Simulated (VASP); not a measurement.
A run of VASP 6.6.1 is set up as follows.

INCAR

```
SYSTEM = NaH
PREC = Accurate
ENCUT = 520
EDIFF = 1E-6
ISMEAR = 0
SIGMA = 0.05
LREAL = .False.
LASPH = .True.
NELM = 80
ALGO = Normal
ISIF = 2
LWAVE = .False.
LCHARG = .False.
GGA = PE
NBANDS = 11
```

Contents of KPOINTS:

```
Automatic mesh
0
Gamma
  10 10 10
  0 0 0
```

POSCAR

```
NaH
1.0
    2.8073678000      0.0000000000      0.0000000000
    0.0000000000      2.8073678000      0.0000000000
    0.0000000000      0.0000000000      2.8073678000
Na H
1 1
Direct
    0.0000000000      0.0000000000      0.0000000000
    0.5000000000      0.5000000000      0.5000000000
```

Potentials or basis: VASP PAW PBE potentials, release 64 (Na_pv, H).

The run is started by

```bash
$ cat potpaw_PBE.64/Na_pv/POTCAR potpaw_PBE.64/H/POTCAR > POTCAR
$ mpirun -np 1 vasp_std > vasp.out
```

Q: What does it give for the band gap on the k mesh?

A: 1.04 eV (least direct gap 4.89 eV).

Q: What does it give for the pressure?

A: 5.2 GPa.

Caveat: the cell differs from its parent crystal (strain -0.050 along x and y, -0.050 along z); the cell stands under pressure. A k mesh can miss the band edges.
